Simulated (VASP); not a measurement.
# Na3AlO3 (P6_3/m) in VASP: single point with PBE

Aim: the single point of Na3AlO3 with PBE.

All numbers are computed with VASP 6.6.1; they aren't measurements. Logs are shortened: lines on timing, memory, paths and dates and some standing lists are left out, and cuts for length are marked.

## Step 1: The cell of the first run

It takes space group P6_3/m (No. 176, hexagonal). Conventional cell: a = 6.962 Å, b = 6.962 Å, c = 4.925 Å, α = 90.00°, β = 90.00°, γ = 120.00°. Within 3.3 Å of Na (site symmetry m) lie 5 O at 2.33 to 2.74 Å and 3 Al at 2.91 to 3.21 Å and 4 Na at 3.25 Å. Al (site symmetry -6) has 3 O at 1.72 Å within 2.3 Å. O (site symmetry m) has 1 Al at 1.72 Å and 4 Na at 2.33 to 2.50 Å within 2.5 Å.

## Step 2: Single point, PBE

INCAR

```
SYSTEM = Na3AlO3
ALGO = Normal
EDIFF = 1E-7
ENCUT = 520
GGA = PE
ISIF = 2
ISMEAR = 0
LASPH = .TRUE.
LCHARG = .TRUE.
LELF = .TRUE.
LREAL = .FALSE.
LVHAR = .TRUE.
LWAVE = .FALSE.
NBANDS = 55
NELM = 80
PREC = Accurate
SIGMA = 0.02
```

KPOINTS

```
k-points
0
G
  6 6 6
  0 0 0
```

POSCAR

```
Na3AlO3
1.0
    6.9624282061      0.0000000000      0.0000000000
   -3.4812141030      6.0296396985      0.0000000000
    0.0000000000      0.0000000000      4.9253076504
Na Al O
6 2 6
Direct
    0.6620402763      0.7496410532      0.7500000000
    0.0876007769      0.3379597237      0.7500000000
    0.2503589468      0.9123992231      0.7500000000
    0.3379597237      0.2503589468      0.2500000000
    0.9123992231      0.6620402763      0.2500000000
    0.7496410532      0.0876007769      0.2500000000
    0.6666666667      0.3333333333      0.7500000000
    0.3333333333      0.6666666667      0.2500000000
    0.4029240910      0.2964621313      0.7500000000
    0.7035378687      0.1064619597      0.7500000000
    0.8935380403      0.5970759090      0.7500000000
    0.1064619597      0.4029240910      0.2500000000
    0.5970759090      0.7035378687      0.2500000000
    0.2964621313      0.8935380403      0.2500000000
```

Potentials or basis: VASP PAW PBE potentials, release 64 (Na_pv, Al, O).

Launch:

```bash
> cat potpaw_PBE.64/Na_pv/POTCAR potpaw_PBE.64/Al/POTCAR potpaw_PBE.64/O/POTCAR > POTCAR
> mpirun -np 1 vasp_std > vasp.out
```

OUTCAR:

```text
SYSTEM = Na3AlO3
   EDIFF = 1E-7
   ENCUT = 520
   GGA = PE
   ISIF = 2
   ISMEAR = 0
   LASPH = .TRUE.
   LREAL = .FALSE.
   NELM = 80
   PREC = Accurate

 ion  position               nearest neighbor table
   1  0.662  0.750  0.750-  11 2.33  10 2.35   7 2.91
   2  0.088  0.338  0.750-  10 2.33   9 2.35   7 2.91
   3  0.250  0.912  0.750-   9 2.33  11 2.35   7 2.91
   4  0.338  0.250  0.250-  12 2.33  14 2.35   8 2.91
   5  0.912  0.662  0.250-  14 2.33  13 2.35   8 2.91
   6  0.750  0.088  0.250-  13 2.33  12 2.35   8 2.91
   7  0.667  0.333  0.750-  10 1.72  11 1.72   9 1.72   2 2.91   3 2.91   1 2.91
   8  0.333  0.667  0.250-  14 1.72  12 1.72  13 1.72   5 2.91   6 2.91   4 2.91
   9  0.403  0.296  0.750-   7 1.72   3 2.33   2 2.35
  10  0.704  0.106  0.750-   7 1.72   2 2.33   1 2.35
  11  0.894  0.597  0.750-   7 1.72   1 2.33   3 2.35
  12  0.106  0.403  0.250-   8 1.72   4 2.33   6 2.35
  13  0.597  0.704  0.250-   8 1.72   6 2.33   5 2.35
  14  0.296  0.894  0.250-   8 1.72   5 2.33   4 2.35

  LATTYP: Found a hexagonal cell.
 ALAT       =     6.9624282061
 C/A-ratio  =     0.7074123430

  Lattice vectors:

 A1 = (   6.9624282061,   0.0000000000,   0.0000000000)
 A2 = (  -3.4812141030,   6.0296396985,   0.0000000000)
 A3 = (   0.0000000000,   0.0000000000,   4.9253076504)

Analysis of symmetry for initial positions (statically):
=====================================================================
 Subroutine PRICEL returns:
 Original cell was already a primitive cell.

 Routine SETGRP: Setting up the symmetry group for a
 hexagonal supercell.

 Subroutine GETGRP returns: Found 12 space group operations
 (whereof  6 operations were pure point group operations)
 out of a pool of 24 trial point group operations.

The static configuration has the point symmetry S_6 .
 The point group associated with its full space group is C_6h.

Analysis of symmetry for dynamics (positions and initial velocities):
=====================================================================
 Subroutine PRICEL returns:
 Original cell was already a primitive cell.

 Routine SETGRP: Setting up the symmetry group for a
 hexagonal supercell.

 Subroutine GETGRP returns: Found 12 space group operations
 (whereof  6 operations were pure point group operations)
 out of a pool of 24 trial point group operations.

The dynamic configuration has the point symmetry S_6 .
 The point group associated with its full space group is C_6h.

 Subroutine INISYM returns: Found 12 space group operations
 (whereof  6 operations are pure point group operations),
 and found     1 'primitive' translations

----------------------------------------------------------------------------------------

                                     Primitive cell

  volume of cell :     206.7690

  direct lattice vectors                    reciprocal lattice vectors
     6.962428206  0.000000000  0.000000000     0.143628052  0.082923694  0.000000000
    -3.481214103  6.029639698  0.000000000     0.000000000  0.165847389  0.000000000
     0.000000000  0.000000000  4.925307650     0.000000000  0.000000000  0.203033002

  length of vectors
     6.962428206  6.962428206  4.925307650     0.165847389  0.165847389  0.203033002

  position of ions in fractional coordinates (direct lattice)
     0.662040276  0.749641053  0.750000000
     0.087600777  0.337959724  0.750000000
     0.250358947  0.912399223  0.750000000
     0.337959724  0.250358947  0.250000000
     0.912399223  0.662040276  0.250000000
     0.749641053  0.087600777  0.250000000
     0.666666667  0.333333333  0.750000000
     0.333333333  0.666666667  0.250000000
     0.402924091  0.296462131  0.750000000
     0.703537869  0.106461960  0.750000000
     0.893538040  0.597075909  0.750000000
     0.106461960  0.402924091  0.250000000
     0.597075909  0.703537869  0.250000000
     0.296462131  0.893538040  0.250000000

  ion indices of the primitive-cell ions
   primitive index   ion index
                 1           1
                 2           2
                 3           3
                 4           4
                 5           5
                 6           6
                 7           7
                 8           8
                 9           9
                10          10
                11          11
                12          12
                13          13
                14          14

----------------------------------------------------------------------------------------

 KPOINTS: k-points

Automatic generation of k-mesh.
 Grid dimensions read from file:
 generate k-points for:    6    6    6

 Generating k-lattice:

  Cartesian coordinates                     Fractional coordinates (reciprocal lattice)
     0.023938009  0.013820616  0.000000000     0.166666667  0.000000000  0.000000000
     0.000000000  0.027641231  0.000000000     0.000000000  0.166666667  0.000000000
     0.000000000  0.000000000  0.033838834     0.000000000  0.000000000  0.166666667

  Length of vectors
     0.027641231  0.027641231  0.033838834

  Shift w.r.t. Gamma in fractional coordinates (k-lattice)
     0.000000000  0.000000000  0.000000000

 Subroutine IBZKPT returns following result:
 ===========================================

 Found     32 irreducible k-points:

 Following reciprocal coordinates:
            Coordinates               Weight
  0.000000  0.000000  0.000000      1.000000
  0.166667  0.000000  0.000000      6.000000
  0.333333  0.000000  0.000000      6.000000
  0.500000  0.000000  0.000000      3.000000
  0.166667  0.166667  0.000000      6.000000
  0.333333  0.166667  0.000000      6.000000
[... 16 lines left out ...]
 -0.333333  0.500000 -0.333333     12.000000
  0.333333  0.333333  0.333333      4.000000
 [... further k-points ...]
   k-points           NKPTS =     32   k-points in BZ     NKDIM =     32   number of bands    NBANDS=     55
   number of dos      NEDOS =    301   number of ions     NIONS =     14
   total plane-waves  NPLWV = 116640
   dimension x,y,z NGX =    54 NGY =   54 NGZ =   40
   dimension x,y,z NGXF=   108 NGYF=  108 NGZF=   80
   ions per type =               6   2   6
   NGX,Y,Z   is equivalent  to a cutoff of  12.89, 12.89, 13.50 a.u.
   NGXF,Y,Z  is equivalent  to a cutoff of  25.79, 25.79, 27.00 a.u.
 SYSTEM =  Na3AlO3
   PREC   = accura    normal or accurate (medium, high low for compatibility)
   ISTART =      0    job   : 0-new  1-cont  2-samecut
   ICHARG =      2    charge: 1-file 2-atom 10-const
   ISPIN  =      1    spin polarized calculation?
   LNONCOLLINEAR =      F non collinear calculations
   LSORBIT =      F    spin-orbit coupling
   LASPH  =      T    aspherical Exc in radial PAW
   ENCUT  =  520.0 eV  38.22 Ry    6.18 a.u.  12.95 12.95  9.16*2*pi/ulx,y,z
   NELM   =     80;   NELMIN=  2; NELMDL= -5     # of ELM steps
   EDIFF  = 0.1E-06   stopping-criterion for ELM
   LREAL  =      F    real-space projection
   EDIFFG = 0.1E-05   stopping-criterion for IOM
   NSW    =      0    number of steps for IOM
   IBRION =     -1    ionic relax: 0-MD 1-quasi-New 2-CG
   NFREE  =      0    steps in history (QN), initial steepest desc. (CG)
   ISIF   =      2    stress and relaxation
   ISYM   =      2    0-nonsym 1-usesym 2-fastsym
   POTIM  = 0.5000    time-step for ionic-motion
   TEBEG  =    0.0;   TEEND  =   0.0 temperature during run
   PSTRESS=    0.0 pullay stress
   NELECT =      84.0000    total number of electrons
   NUPDOWN=      -1.0000    fix difference up-down
   EMIN   =  10.00;   EMAX   =-10.00  energy-range for DOS
   EFERMI =   0.00;   METHOD = LEGACY
   ISMEAR =     0;   SIGMA  =   0.02  broadening in eV -4-tet -1-fermi 0-gaus
   EFERMI_NEDOS =   21; number of points for ismear=-14 and -15
   IALGO  =     38    algorithm
   IMIX   =      4    mixing-type and parameters
     AMIX     =   0.40;   BMIX     =  1.00
     AMIX_MAG =   1.60;   BMIX_MAG =  1.00
  volume/ion in A,a.u.               =      14.77        99.67
  Fermi-wavevector in a.u.,A,eV,Ry     =   1.212475  2.291245 20.001864  1.470096
  Thomas-Fermi vector in A             =   2.347958
   LORBIT       =      0    0 simple, 1 ext, 2 COOP (PROOUT), +10 PAW based schemes
   GGA     = PE    functional components
   LHFCALC =     F    Hartree Fock is set to
   AEXX    =    0.0000 exact exchange contribution
   IVDW    =     0    specifies the selected vdW correction
   LEPSILON=     F    determine dielectric tensor
   LRPA    =     F    only Hartree local field effects (RPA)
 non-spin polarized calculation
 Gauss-broadening in eV      SIGMA  =   0.02
  energy-cutoff  :      520.00
  volume of cell :      206.77
 maximum number of plane-waves:      5625
 NGX is ok and might be reduce to    54
   NGX = 25   NGY = 25   NGZ = 19

 number of electron      83.9999999 magnetization

 Free energy of the ion-electron system (eV)
  ---------------------------------------------------
  ext. energy  EPLUGINS =         0.00000000
  ---------------------------------------------------
  free energy    TOTEN  =       -70.98793116 eV

  energy without entropy =      -70.98793116  energy(sigma->0) =      -70.98793116

 E-fermi :   0.5954     XC(G=0):  -8.6676

 val. band max:        0.4178305227   @ k =   0.1667   0.1667   0.0000
 cond. band min:       2.4382099593   @ k =   0.0000   0.0000   0.0000
 fundamental gap:      2.0203794365
 Fermi energy:         0.5954046179

 k-point     1 :       0.0000    0.0000    0.0000
  band No.  band energies     occupation
      1     -20.9872      2.00000
      2     -20.9674      2.00000
      3     -20.9524      2.00000
      4     -20.9524      2.00000
      5     -20.9465      2.00000
      6     -20.9465      2.00000
[... 46 lines left out ...]
     53       9.6174      0.00000
     54      11.1322      0.00000

 k-point     2 :       0.1667    0.0000    0.0000
  band No.  band energies     occupation
      1     -20.9854      2.00000
      2     -20.9669      2.00000
      3     -20.9544      2.00000
      4     -20.9521      2.00000
      5     -20.9473      2.00000
      6     -20.9450      2.00000
[... 46 lines left out ...]
     53       9.6907      0.00000
     54      10.8486      0.00000

 k-point     3 :       0.3333    0.0000    0.0000
  band No.  band energies     occupation
      1     -20.9806      2.00000
      2     -20.9665      2.00000
      3     -20.9573      2.00000
      4     -20.9515      2.00000
      5     -20.9498      2.00000
      6     -20.9425      2.00000
[... 46 lines left out ...]
     53      10.3268      0.00000
     54      10.6452      0.00000
[... 1084 lines left out ...]
 k-point    23 :      -0.3333    0.5000   -0.3333
  band No.  band energies     occupation
      1     -20.9762      2.00000
      2     -20.9718      2.00000
      3     -20.9629      2.00000
      4     -20.9626      2.00000
      5     -20.9493      2.00000
      6     -20.9474      2.00000
[... 46 lines left out ...]
     53      10.2403      0.00000
     54      10.5410      0.00000

 k-point    24 :       0.3333    0.3333    0.3333
  band No.  band energies     occupation
      1     -20.9716      2.00000
      2     -20.9685      2.00000
      3     -20.9685      2.00000
      4     -20.9653      2.00000
      5     -20.9473      2.00000
      6     -20.9473      2.00000
[... 46 lines left out ...]
     53      10.2671      0.00000
     54      10.3040      0.00000

 [... further k-points ...]

 [bands above 54 left out]

------------------------ aborting loop because EDIFF is reached ----------------------------------------

  FORCE on cell =-STRESS in cart. coord.  units (eV):
  Direction    XX          YY          ZZ          XY          YZ          ZX
  --------------------------------------------------------------------------------------
  -------------------------------------------------------------------------------------
  Total        0.2591745      0.2591745     -0.0087404     -0.0000001     -0.0000000      0.0000000
  in kB        2.0082481      2.0082481     -0.0677261     -0.0000010     -0.0000000      0.0000000
  external PRESSURE =       1.3162567 kB  Pullay stress =       0.0000000 kB

 VOLUME and BASIS-vectors are now :
 -----------------------------------------------------------------------------
  energy-cutoff  :      520.00
  volume of cell :      206.77
      direct lattice vectors                 reciprocal lattice vectors
     6.962428206  0.000000000  0.000000000     0.143628052  0.082923694  0.000000000
    -3.481214103  6.029639698  0.000000000     0.000000000  0.165847389  0.000000000
     0.000000000  0.000000000  4.925307650     0.000000000  0.000000000  0.203033002

 POSITION                                       TOTAL-FORCE (eV/Angst)
 -----------------------------------------------------------------------------------
      1.99975      4.52007      3.69398         0.001702      0.006221     -0.000000
     -0.56660      2.03778      3.69398         0.004537     -0.004584     -0.000000
     -1.43315      5.50144      3.69398        -0.006239     -0.001637      0.000000
      1.48147      1.50957      1.23133        -0.001702     -0.006221     -0.000000
      4.04781      3.99186      1.23133        -0.004537      0.004584     -0.000000
      4.91436      0.52820      1.23133         0.006239      0.001637     -0.000000
      3.48121      2.00988      3.69398         0.000000     -0.000000      0.000000
     -0.00000      4.01976      1.23133         0.000000     -0.000000     -0.000000
      1.77328      1.78756      3.69398        -0.029022      0.005729     -0.000000
      4.52772      0.64193      3.69398         0.009549     -0.027998     -0.000000
      4.14265      3.60015      3.69398         0.019473      0.022269     -0.000000
     -0.66143      2.42949      1.23133        -0.019473     -0.022269     -0.000000
      1.70793      4.24208      1.23133         0.029022     -0.005729     -0.000000
     -1.04650      5.38771      1.23133        -0.009549      0.027998      0.000000
 -----------------------------------------------------------------------------------
    total drift:                               -0.000001      0.000001      0.000000

  FREE ENERGIE OF THE ION-ELECTRON SYSTEM (eV)
  ---------------------------------------------------
  free  energy   TOTEN  =       -70.9879311578 eV

  energy  without entropy=      -70.9879311578  energy(sigma->0) =      -70.98793116
```

Run time: 14 min. Hardware: 1 thread of Intel Xeon 8259CL, shared host; peak memory 0.5 GiB.

Results:

```yaml
Free_energy: -70.9879 eV
Pressure: 0.1 GPa
Largest_force: 0.030 eV/Å
Band_gap_on_the_k_mesh: 2.02 eV
```

Forces on the atoms (eV/Å):
```
Na   0.002  0.006  0.000
Na   0.005 -0.005  0.000
Na  -0.006 -0.002  0.000
Na  -0.002 -0.006  0.000
Na  -0.005  0.005  0.000
Na   0.006  0.002  0.000
Al   0.000  0.000  0.000
Al   0.000  0.000  0.000
O   -0.029  0.006  0.000
O    0.010 -0.028  0.000
O    0.019  0.022  0.000
O   -0.019 -0.022  0.000
O    0.029 -0.006  0.000
O   -0.010  0.028  0.000
```

A k mesh can miss the band edges.
